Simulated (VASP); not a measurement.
Set up this calculation in VASP 6.6.1, as the native input.

```yaml
Task: electric field gradients
Functional: PBE
Potentials_or_basis: VASP PAW PBE potentials, release 64 (Al)
Cutoff: 520 eV
k_mesh: 14 × 14 × 14
Occupations: fermi-dirac, width 0.05 eV
Spin: no spin polarisation
Dipole_correction: no
Further_INCAR_settings: ALGO = Normal; EDIFF = 1e-08; NBANDS = 8
```

The structure of Al lies in POSCAR:

```
Al
1.0
    0.0000000000      2.0239800000      1.9835004000
    2.0239800000      0.0000000000      1.9835004000
    2.0239800000      2.0239800000      0.0000000000
Al
1
Direct
    0.0000000000      0.0000000000      0.0000000000
```

This cell differs from its parent crystal: zz strain of -2 %.

The input as run:

INCAR

```
SYSTEM = Al
PREC = Accurate
ENCUT = 520
EDIFF = 1E-8
ISMEAR = -1
SIGMA = 0.05
LREAL = .False.
LASPH = .True.
NELM = 100
ALGO = Normal
ISIF = 2
LWAVE = .False.
LCHARG = .False.
GGA = PE
LEFG = .True.
NBANDS = 8
```

KPOINTS

```
regular mesh
0
Gamma
  14 14 14
  0 0 0
```

Potentials or basis: VASP PAW PBE potentials, release 64 (Al).

Launch:

```bash
$ cat potpaw_PBE.64/Al/POTCAR > POTCAR
$ mpirun -np 1 vasp_std > vasp.out
```

Results of the run:

```yaml
Pressure: 1.0 GPa
```

Caveat: the cell differs from its parent crystal (zz strain of -2 %); without QUAD_EFG the Cq values of the log hold for a quadrupole moment of 1 mb, not for the nuclei.

Run time: 14 s on 1 thread of Intel Xeon 6975P-C (shared host), peak memory 0.15 GiB.
